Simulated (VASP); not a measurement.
# Er4Se (P4/mmm) in VASP: a series of runs

Runs on Er4Se. Level: PBE. Tasks: single point, relaxation of cell and atoms.

Program: VASP 6.6.1. These are calculated values, not measurements. Logs are shortened: lines on timing, memory, paths and dates and some standing lists are left out, and cuts for length are marked.

## Step 1: The cell of the first run

The structure is tetragonal, space group P4/mmm (No. 123). The conventional cell has a = 3.952 Å, b = 3.952 Å, c = 8.047 Å, α = 90.00°, β = 90.00°, γ = 90.00°. Within 2.8 Å of Er (site symmetry 4mm) lie 1 Er at 2.11 Å. Er (site symmetry 4mm) has 14 Er at 2.94 to 4.12 Å and 4 Se at 3.46 Å within 4.2 Å. Within 4.0 Å of Se (site symmetry 4/mmm) lie 10 Er at 2.97 to 3.46 Å and 4 Se at 3.95 Å.

The cell was generated, and may not be a known phase.

## Step 2: Single point, PBE

The input, INCAR:

```
ALGO = Normal ; EDIFF = 1E-6
ENCUT = 500 ; GGA = PE
GGA_COMPAT = False ; ISIF = 2
ISMEAR = 0 ; LASPH = True
LCHARG = True ; LELF = True
LMAXMIX = 6 ; LREAL = False
LVHAR = True ; LWAVE = False
NBANDS = 29 ; NELM = 200
PREC = Accurate ; SIGMA = 0.1
```

The input, KPOINTS:

```
k-points
0
Gamma
  4 4 2
```

The input, POSCAR:

```
Er4Se
1.0
    3.9517619600      0.0000000000      0.0000000000
    0.0000000000      3.9517619600      0.0000000000
    0.0000000000      0.0000000000      8.0467794200
Er Se
4 1
Direct
    0.5000000000      0.5000000000      0.6309013300
    0.5000000000      0.5000000000      0.3690986700
    0.0000000000      0.0000000000      0.2544023100
    0.0000000000      0.0000000000      0.7455976900
    0.5000000000      0.5000000000      0.0000000000
```

Potentials or basis: VASP PAW PBE potentials, release 64 (Er_3, Se), 4f in core.

Run with:

```
$ cat potpaw_PBE.64/Er_3/POTCAR potpaw_PBE.64/Se/POTCAR > POTCAR
$ mpirun -np 1 vasp_std > vasp.out
```

OUTCAR:

```text
EDIFF = 1E-6
   ENCUT = 500
   GGA = PE
   ISIF = 2
   ISMEAR = 0
   LASPH = True
   LREAL = False
   NELM = 200
   PREC = Accurate

 ion  position               nearest neighbor table
   1  0.500  0.500  0.631-   2 2.11   4 2.94   4 2.94   4 2.94   4 2.94   5 2.97
   2  0.500  0.500  0.369-   1 2.11   3 2.94   3 2.94   3 2.94   3 2.94   5 2.97
   3  0.000  0.000  0.254-   2 2.94   2 2.94   2 2.94   2 2.94
   4  0.000  0.000  0.746-   1 2.94   1 2.94   1 2.94   1 2.94
   5  0.500  0.500  0.000-   1 2.97   2 2.97

  LATTYP: Found a simple tetragonal cell.
 ALAT       =     3.9517619600
 C/A-ratio  =     2.0362510448

  Lattice vectors:

 A1 = (   3.9517619600,   0.0000000000,   0.0000000000)
 A2 = (   0.0000000000,   3.9517619600,   0.0000000000)
 A3 = (   0.0000000000,   0.0000000000,   8.0467794200)

Analysis of symmetry for initial positions (statically):
=====================================================================
 Subroutine PRICEL returns:
 Original cell was already a primitive cell.

 Routine SETGRP: Setting up the symmetry group for a
 simple tetragonal supercell.

 Subroutine GETGRP returns: Found 16 space group operations
 (whereof 16 operations were pure point group operations)
 out of a pool of 16 trial point group operations.

The static configuration has the point symmetry D_4h.

Analysis of symmetry for dynamics (positions and initial velocities):
=====================================================================
 Subroutine PRICEL returns:
 Original cell was already a primitive cell.

 Routine SETGRP: Setting up the symmetry group for a
 simple tetragonal supercell.

 Subroutine GETGRP returns: Found 16 space group operations
 (whereof 16 operations were pure point group operations)
 out of a pool of 16 trial point group operations.

The dynamic configuration has the point symmetry D_4h.

 Subroutine INISYM returns: Found 16 space group operations
 (whereof 16 operations are pure point group operations),
 and found     1 'primitive' translations

----------------------------------------------------------------------------------------

                                     Primitive cell

  volume of cell :     125.6619

  direct lattice vectors                    reciprocal lattice vectors
     3.951761960  0.000000000  0.000000000     0.253051679  0.000000000  0.000000000
     0.000000000  3.951761960  0.000000000     0.000000000  0.253051679  0.000000000
[... 80 lines left out ...]
   EDIFFG = 0.1E-04   stopping-criterion for IOM
   NSW    =      0    number of steps for IOM
   IBRION =     -1    ionic relax: 0-MD 1-quasi-New 2-CG
   NFREE  =      0    steps in history (QN), initial steepest desc. (CG)
   ISIF   =      2    stress and relaxation
   ISYM   =      2    0-nonsym 1-usesym 2-fastsym
   POTIM  = 0.5000    time-step for ionic-motion
   TEBEG  =    0.0;   TEEND  =   0.0 temperature during run
   PSTRESS=    0.0 pullay stress
   NELECT =      42.0000    total number of electrons
   NUPDOWN=      -1.0000    fix difference up-down
   EMIN   =  10.00;   EMAX   =-10.00  energy-range for DOS
   EFERMI =   0.00;   METHOD = LEGACY
   ISMEAR =     0;   SIGMA  =   0.10  broadening in eV -4-tet -1-fermi 0-gaus
   EFERMI_NEDOS =   21; number of points for ismear=-14 and -15
   IALGO  =     38    algorithm
   IMIX   =      4    mixing-type and parameters
     AMIX     =   0.40;   BMIX     =  1.00
     AMIX_MAG =   1.60;   BMIX_MAG =  1.00
  volume/ion in A,a.u.               =      25.13       169.60
  Fermi-wavevector in a.u.,A,eV,Ry     =   1.136118  2.146951 17.561907  1.290764
  Thomas-Fermi vector in A             =   2.272823
   LORBIT       =      0    0 simple, 1 ext, 2 COOP (PROOUT), +10 PAW based schemes
   GGA     = PE    functional components
   LHFCALC =     F    Hartree Fock is set to
   AEXX    =    0.0000 exact exchange contribution
   IVDW    =     0    specifies the selected vdW correction
   LEPSILON=     F    determine dielectric tensor
   LRPA    =     F    only Hartree local field effects (RPA)
 non-spin polarized calculation
 Gauss-broadening in eV      SIGMA  =   0.10
  energy-cutoff  :      500.00
  volume of cell :      125.66
 maximum number of plane-waves:      3210
 NGX is ok and might be reduce to    30
   NGX = 15   NGY = 15   NGZ = 29

 number of electron      41.9999991 magnetization

 Free energy of the ion-electron system (eV)
  ---------------------------------------------------
  ext. energy  EPLUGINS =         0.00000000
  ---------------------------------------------------
  free energy    TOTEN  =       -17.08900845 eV

  energy without entropy =      -17.06463542  energy(sigma->0) =      -17.07682194

 E-fermi :   3.9519     XC(G=0): -10.3392

 val. band max:        3.9307104134   @ k =   0.5000   0.0000   0.0000
 cond. band min:       3.9804772988   @ k =   0.2500   0.0000   0.0000
 fundamental gap:      0.0497668853
 Fermi energy:         3.9519139604

 k-point     1 :       0.0000    0.0000    0.0000
  band No.  band energies     occupation
      1     -23.7220      2.00000
      2     -21.4607      2.00000
      3     -21.4607      2.00000
      4     -21.2287      2.00000
      5     -21.2287      2.00000
      6     -21.1414      2.00000
[... 373 lines left out ...]
     28       6.7059      0.00000
     29       6.9377      0.00000

------------------------ aborting loop because EDIFF is reached ----------------------------------------

  FORCE on cell =-STRESS in cart. coord.  units (eV):
  Direction    XX          YY          ZZ          XY          YZ          ZX
  --------------------------------------------------------------------------------------
  -------------------------------------------------------------------------------------
  Total        4.8991576      4.8991576     21.9316863      0.0000000      0.0000000      0.0000000
  in kB       62.4637915     62.4637915    279.6269061      0.0000000      0.0000000      0.0000000
  external PRESSURE =     134.8514964 kB  Pullay stress =       0.0000000 kB

 VOLUME and BASIS-vectors are now :
 -----------------------------------------------------------------------------
  energy-cutoff  :      500.00
  volume of cell :      125.66
      direct lattice vectors                 reciprocal lattice vectors
     3.951761960  0.000000000  0.000000000     0.253051679  0.000000000  0.000000000
     0.000000000  3.951761960  0.000000000     0.000000000  0.253051679  0.000000000
     0.000000000  0.000000000  8.046779420     0.000000000  0.000000000  0.124273321

 POSITION                                       TOTAL-FORCE (eV/Angst)
 -----------------------------------------------------------------------------------
      1.97588      1.97588      5.07672        -0.000000      0.000000     11.953828
      1.97588      1.97588      2.97006        -0.000000      0.000000    -11.953828
      0.00000      0.00000      2.04712         0.000000     -0.000000     -0.860092
      0.00000      0.00000      5.99966         0.000000     -0.000000      0.860092
      1.97588      1.97588      0.00000        -0.000000     -0.000000      0.000000
 -----------------------------------------------------------------------------------
    total drift:                                0.000000      0.000000     -0.000000

  FREE ENERGIE OF THE ION-ELECTRON SYSTEM (eV)
  ---------------------------------------------------
  free  energy   TOTEN  =       -17.0890084520 eV

  energy  without entropy=      -17.0646354224  energy(sigma->0) =      -17.07682194
```

It took 72 s on 1 thread of Intel Xeon 6975P-C (Granite Rapids), shared host; peak memory 0.22 GiB.

Results:

| Quantity | Value |
| --- | --- |
| Free energy | -17.0890 eV |
| Pressure | 13.5 GPa |
| Largest force | 11.954 eV/Å |
| Band gap on the k mesh | zero (bands 21 and 22 overlap by 1.78 eV) |

Forces on the atoms (eV/Å):
```
Er    0.000   0.000  11.954
Er    0.000   0.000 -11.954
Er    0.000   0.000  -0.860
Er    0.000   0.000   0.860
Se    0.000   0.000   0.000
```

Caveat: the k points lie up to 0.40 Å⁻¹ apart, too coarse for converged energies and pressures of a metal; spin-orbit coupling is left out, which moves the levels of the heavy elements; the 4f electrons are frozen in the core, so they carry no moment and show no levels; the run has no spin polarisation, though such a crystal can be magnetic; forces of over 1 eV/Å act on the atoms, so gaps and moduli don't describe the material at rest.

## Step 3: Single point, PBE

This run uses another cell than the first one, of 28.97 Å³/atom.

The input, INCAR:

```
SYSTEM = Er4Se
PREC = Accurate
ENCUT = 500
EDIFF = 1E-6
ISMEAR = 0
SIGMA = 0.1
LREAL = .FALSE.
LASPH = .TRUE.
NELM = 200
ALGO = Normal
ISIF = 2
LWAVE = .FALSE.
LCHARG = .FALSE.
GGA = PE
NBANDS = 29
GGA_COMPAT = .FALSE.
LMAXMIX = 6
```

The input, KPOINTS:

```
Automatic mesh
0
G
  4 4 2
  0 0 0
```

The input, POSCAR:

```
Er4Se
1.0
    3.4868575151      0.0000000000      0.0000000000
    0.0000000000      3.4868575151      0.0000000000
    0.0000000000      0.0000000000     11.9129120473
Er Se
4 1
Direct
    0.5000000000      0.5000000000      0.6427863456
    0.5000000000      0.5000000000      0.3572136544
    0.0000000000      0.0000000000      0.1477517680
    0.0000000000      0.0000000000      0.8522482320
    0.5000000000      0.5000000000      0.0000000000
```

Potentials or basis: VASP PAW PBE potentials, release 64 (Er_3, Se), 4f in core.

Run with:

```
$ cat potpaw_PBE.64/Er_3/POTCAR potpaw_PBE.64/Se/POTCAR > POTCAR
$ mpirun -np 1 vasp_std > vasp.out
```

Wall time 76 s (1 thread of Intel Xeon 6975P-C (Granite Rapids), shared host); peak memory 0.25 GiB.

Results (log left out):

```yaml
Free_energy: -23.5716 eV
Pressure: 0.6 GPa
Largest_force: 0.019 eV/Å
Band_gap_on_the_k_mesh: zero (bands 21 and 22 overlap by 0.54 eV)
```

Forces on the atoms (eV/Å):
```
Er   0.000  0.000 -0.019
Er   0.000  0.000  0.019
Er   0.000  0.000  0.019
Er   0.000  0.000 -0.019
Se   0.000  0.000  0.000
```

Levels at points of the mesh, in eV from the Fermi level:
| k point | band 17 | band 18 | band 19 | band 20 | band 21 | band 22 | band 23 | band 24 | band 25 | band 26 |
| --- | --- | --- | --- | --- | --- | --- | --- | --- | --- | --- |
| (0.00, 0.00, 0.00) | -2.46 | -2.46 | -1.92 | -0.97 | -0.49 | -0.35 | 0.39 | 0.78 | 1.00 | 1.06 |
| (0.50, 0.00, 0.00) | -2.13 | -1.85 | -1.42 | -1.02 | -0.27 | 0.51 | 0.65 | 0.84 | 1.19 | 1.28 |
| (0.50, 0.50, 0.00) | -1.58 | -0.82 | -0.77 | -0.28 | -0.28 | -0.01 | -0.01 | 0.40 | 1.98 | 1.98 |
| (0.00, 0.00, 0.50) | -2.46 | -2.46 | -1.62 | -0.93 | -0.60 | -0.08 | 0.47 | 0.69 | 0.75 | 1.02 |
| (0.50, 0.00, 0.50) | -2.13 | -1.93 | -1.54 | -0.65 | -0.54 | 0.47 | 0.80 | 0.87 | 0.99 | 1.40 |
| (0.50, 0.50, 0.50) | -1.31 | -1.26 | -0.42 | -0.42 | -0.39 | 0.23 | 0.23 | 0.65 | 0.70 | 1.66 |

Caveat: the k points lie up to 0.45 Å⁻¹ apart, too coarse for converged energies and pressures of a metal; spin-orbit coupling is left out, which moves the levels of the heavy elements; the 4f electrons are frozen in the core, so they carry no moment and show no levels; the run has no spin polarisation, though such a crystal can be magnetic.

## Step 4: Single point, PBE

This run uses another cell than the first one, of 29.13 Å³/atom.

The input, INCAR:

```
PREC     = Accurate       # precision mode
ENCUT    = 500            # plane-wave cutoff, eV
EDIFF    = 1E-6           # SCF threshold, eV
ISMEAR   = 0              # smearing method
SIGMA    = 0.1            # smearing width, eV
LREAL    = False          # projectors in reciprocal space
LASPH    = True           # aspherical terms in the spheres
NELM     = 200            # most SCF steps
ALGO     = Normal         # electronic algorithm
ISIF     = 2              # what is computed and relaxed
LWAVE    = False          # write WAVECAR
LCHARG   = True           # write CHGCAR
GGA      = PE             # functional
LELF     = True           # ELF
LVHAR    = True         
NBANDS   = 29             # bands
GGA_COMPAT= False        
LMAXMIX  = 6              # l up to which the mixer works
```

The input, KPOINTS:

```
regular mesh
0
Gamma
  6 6 2
```

The input, POSCAR:

```
Er4Se
1.0
    3.5126058975      0.0000000000      0.0000000000
    0.0000000000      3.5126058975      0.0000000000
    0.0000000000      0.0000000000     11.8058488818
Er Se
4 1
Direct
    0.5000000000      0.5000000000      0.6454557605
    0.5000000000      0.5000000000      0.3545442395
    0.0000000000      0.0000000000      0.1488973778
    0.0000000000      0.0000000000      0.8511026222
    0.5000000000      0.5000000000      0.0000000000
```

Potentials or basis: VASP PAW PBE potentials, release 64 (Er_3, Se), 4f in core.

Run with:

```
$ cat potpaw_PBE.64/Er_3/POTCAR potpaw_PBE.64/Se/POTCAR > POTCAR
$ mpirun -np 1 vasp_std > vasp.out
```

OUTCAR:

```text
PREC = Accurate
   ENCUT = 500
   EDIFF = 1E-6
   ISMEAR = 0
   LREAL = False
   LASPH = True
   NELM = 200
   ISIF = 2
   GGA = PE

 ion  position               nearest neighbor table
   1  0.500  0.500  0.645-   2 3.43   4 3.47   4 3.47   4 3.47   4 3.47
   2  0.500  0.500  0.355-   1 3.43   3 3.47   3 3.47   3 3.47   3 3.47
   3  0.000  0.000  0.149-   5 3.04   5 3.04   5 3.04   5 3.04   2 3.47   2 3.47   2 3.47   2 3.47
                             4 3.52
   4  0.000  0.000  0.851-   5 3.04   5 3.04   5 3.04   5 3.04   1 3.47   1 3.47   1 3.47   1 3.47
                             3 3.52
   5  0.500  0.500  0.000-   3 3.04   4 3.04   3 3.04   4 3.04   3 3.04   4 3.04   3 3.04   4 3.04

  LATTYP: Found a simple tetragonal cell.
 ALAT       =     3.5126058975
 C/A-ratio  =     3.3609944373

  Lattice vectors:

 A1 = (   3.5126058975,   0.0000000000,   0.0000000000)
 A2 = (   0.0000000000,   3.5126058975,   0.0000000000)
 A3 = (   0.0000000000,   0.0000000000,  11.8058488818)

Analysis of symmetry for initial positions (statically):
=====================================================================
 Subroutine PRICEL returns:
 Original cell was already a primitive cell.

[... 174 lines left out ...]
 cond. band min:       3.4190401061   @ k =   0.3333   0.1667   0.5000
 fundamental gap:      0.0304136614
 Fermi energy:         3.3926717535

 k-point     1 :       0.0000    0.0000    0.0000
  band No.  band energies     occupation
      1     -21.7641      2.00000
      2     -21.5738      2.00000
      3     -21.4813      2.00000
      4     -21.3868      2.00000
      5     -21.3868      2.00000
      6     -21.3694      2.00000
[... 629 lines left out ...]
     28       6.6296      0.00000
     29       6.6317      0.00000

------------------------ aborting loop because EDIFF is reached ----------------------------------------

  FORCE on cell =-STRESS in cart. coord.  units (eV):
  Direction    XX          YY          ZZ          XY          YZ          ZX
  --------------------------------------------------------------------------------------
  -------------------------------------------------------------------------------------
  Total        0.4156509      0.4156509      0.4430638      0.0000000      0.0000000      0.0000000
  in kB        4.5717576      4.5717576      4.8732733      0.0000000      0.0000000      0.0000000
  external PRESSURE =       4.6722628 kB  Pullay stress =       0.0000000 kB

 VOLUME and BASIS-vectors are now :
 -----------------------------------------------------------------------------
  energy-cutoff  :      500.00
  volume of cell :      145.67
      direct lattice vectors                 reciprocal lattice vectors
     3.512605897  0.000000000  0.000000000     0.284688926  0.000000000  0.000000000
     0.000000000  3.512605897  0.000000000     0.000000000  0.284688926  0.000000000
     0.000000000  0.000000000 11.805848882     0.000000000  0.000000000  0.084703778

 POSITION                                       TOTAL-FORCE (eV/Angst)
 -----------------------------------------------------------------------------------
      1.75630      1.75630      7.62015         0.000000     -0.000000     -0.035563
      1.75630      1.75630      4.18570         0.000000      0.000000      0.035563
      0.00000      0.00000      1.75786         0.000000      0.000000      0.013449
      0.00000      0.00000     10.04799        -0.000000      0.000000     -0.013449
      1.75630      1.75630      0.00000         0.000000     -0.000000      0.000000
 -----------------------------------------------------------------------------------
    total drift:                                0.000000      0.000000     -0.000000

  FREE ENERGIE OF THE ION-ELECTRON SYSTEM (eV)
  ---------------------------------------------------
  free  energy   TOTEN  =       -23.5009128660 eV

  energy  without entropy=      -23.4525757480  energy(sigma->0) =      -23.47674431
```

OSZICAR:

```text
N       E                     dE             d eps       ncg     rms          rms(c)
DAV:   1     0.298771222791E+03    0.29877E+03   -0.17246E+04  1859   0.138E+03
DAV:   2     0.139320724016E+02   -0.28484E+03   -0.27784E+03  1927   0.866E+02
DAV:   3    -0.199520125192E+02   -0.33884E+02   -0.31355E+02  2169   0.225E+02
DAV:   4    -0.235586655481E+02   -0.36067E+01   -0.33335E+01  1995   0.563E+01
DAV:   5    -0.238826035792E+02   -0.32394E+00   -0.30858E+00  2096   0.134E+01    0.367E+01
DAV:   6    -0.235759738416E+02    0.30663E+00   -0.31013E+00  2096   0.150E+01    0.208E+01
DAV:   7    -0.239928135569E+02   -0.41684E+00   -0.52299E+00  2128   0.148E+01    0.653E+00
DAV:   8    -0.234987385860E+02    0.49407E+00   -0.33929E+00  2192   0.102E+01    0.185E+00
DAV:   9    -0.235005906565E+02   -0.18521E-02   -0.15499E-01  1992   0.290E+00    0.460E-01
DAV:  10    -0.235011356587E+02   -0.54500E-03   -0.12124E-02  2000   0.102E+00    0.353E-01
DAV:  11    -0.235008712932E+02    0.26437E-03   -0.16278E-03  2104   0.553E-01    0.109E-01
DAV:  12    -0.235009138991E+02   -0.42606E-04   -0.61718E-04  2064   0.190E-01    0.335E-02
DAV:  13    -0.235009128969E+02    0.10022E-05   -0.47390E-05  1984   0.107E-01    0.175E-02
DAV:  14    -0.235009128660E+02    0.30877E-07   -0.30938E-06  1280   0.248E-02
   1 F= -.23500913E+02 E0= -.23476744E+02  d E =-.483371E-01
```

Wall time 1.8 min (1 thread of Intel Xeon 6975P-C (Granite Rapids), shared host); peak memory 0.27 GiB.

What came out:

- Free energy: -23.5009 eV
- Pressure: 0.5 GPa
- Largest force: 0.036 eV/Å
- Band gap on the k mesh: zero (bands 21 and 22 overlap by 0.39 eV)

Forces in eV/Å, atoms in the order of the input:
```
Er   0.000  0.000 -0.036
Er   0.000  0.000  0.036
Er   0.000  0.000  0.013
Er   0.000  0.000 -0.013
Se   0.000  0.000  0.000
```

Levels at points of the mesh, in eV from the Fermi level:
| k point | band 19 | band 20 | band 21 | band 22 | band 23 | band 24 |
| --- | --- | --- | --- | --- | --- | --- |
| (0.00, 0.00, 0.00) | -1.76 | -0.88 | -0.42 | -0.32 | 0.57 | 0.97 |
| (0.50, 0.00, 0.00) | -1.34 | -0.91 | -0.23 | 0.66 | 0.81 | 1.02 |
| (0.50, 0.50, 0.00) | -0.69 | -0.20 | -0.20 | 0.07 | 0.07 | 0.52 |
| (0.00, 0.00, 0.50) | -1.48 | -0.83 | -0.52 | -0.04 | 0.68 | 0.85 |
| (0.50, 0.00, 0.50) | -1.47 | -0.55 | -0.48 | 0.60 | 1.00 | 1.01 |
| (0.50, 0.50, 0.50) | -0.33 | -0.33 | -0.27 | 0.28 | 0.28 | 0.72 |

Caveat: spin-orbit coupling is left out, which moves the levels of the heavy elements; the 4f electrons are frozen in the core, so they carry no moment and show no levels; the run has no spin polarisation, though such a crystal can be magnetic.

(Part 1 of 2 ends here.)

The gap in the log of VASP goes by the Fermi energy; the results here count the filled bands.